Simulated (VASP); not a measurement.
Input of a VASP 6.6.1 run:

INCAR

```
SYSTEM = CuSi16
  ALGO = Normal
  EDIFF = 1E-7
  ENCUT = 520
  GGA = PS
  ISIF = 2
  ISMEAR = -1
  LASPH = .True.
  LCHARG = .False.
  LREAL = Auto
  LWAVE = .False.
  NBANDS = 52
  NELECT = 74.0
  NELM = 60
  PREC = Accurate
  SIGMA = 0.02
```

Contents of KPOINTS:

```
k-points
0
Gamma
  2 2 2
  0 0 0
```

POSCAR

```
CuSi16
1.0
    0.0000000000      5.4300000000      5.4300000000
    5.4300000000      0.0000000000      5.4300000000
    5.4300000000      5.4300000000      0.0000000000
Si Cu
16 1
Direct
   -0.0796500921     -0.0255064457      0.0624125230
    0.1090331492      0.1150736648      0.0736924494
    0.0849631676     -0.0168232044      0.4349815838
    0.1246961326      0.0451565378      0.6589318600
   -0.0002025783      0.4929465930     -0.0411233886
    0.0791344383      0.5550828729      0.1689686924
    0.0191160221      0.4499447514      0.5451197053
    0.1784806630      0.6039871087      0.5998987109
    0.4779834254      0.0706906077     -0.1065285451
    0.5269060773      0.1195027624      0.2318047882
    0.4942633517     -0.0103959484      0.6054419890
    0.7261602210      0.1763075506      0.5009484346
    0.4722191529      0.5022559853      0.0638581952
    0.6179005525      0.7019705341      0.0735543278
    0.5417955801      0.5609116022      0.4476519337
    0.6099079190      0.6243462247      0.6698710866
    0.7389502762      0.2586003683      0.7812154696
```

Potentials or basis: VASP PAW PBE potentials, release 64 (Si, Cu).

Command:

```sh
$ cat potpaw_PBE.64/Si/POTCAR potpaw_PBE.64/Cu/POTCAR > POTCAR
$ mpirun -np 1 vasp_std > vasp.out
```

**Question.** Predict the largest force.

**Answer.** 2.894 eV/Å.

Forces on the atoms (eV/Å):
```
Si  -1.528 -0.274 -1.160
Si   0.692  0.444  1.010
Si  -1.648 -0.816 -0.455
Si   2.345  1.268  1.127
Si   0.707 -0.075 -0.805
Si   1.326  0.779  1.695
Si  -0.633 -1.117 -0.685
Si  -0.225 -0.531  0.200
Si  -0.345  0.450  0.213
Si  -0.242 -0.291  0.690
Si   0.257 -0.327 -0.268
Si   1.003 -0.500 -0.154
Si  -0.407 -0.755 -1.087
Si  -0.441  0.343  0.069
Si  -0.826  0.091 -0.393
Si   0.085  0.797  0.809
Cu  -0.118  0.516 -0.809
```

Caveat: the k points lie up to 0.50 Å⁻¹ apart; the cell carries a net charge on a neutralising background, which shifts energy and pressure; the PAW data sets were made with another functional, which shifts forces and pressure a little.
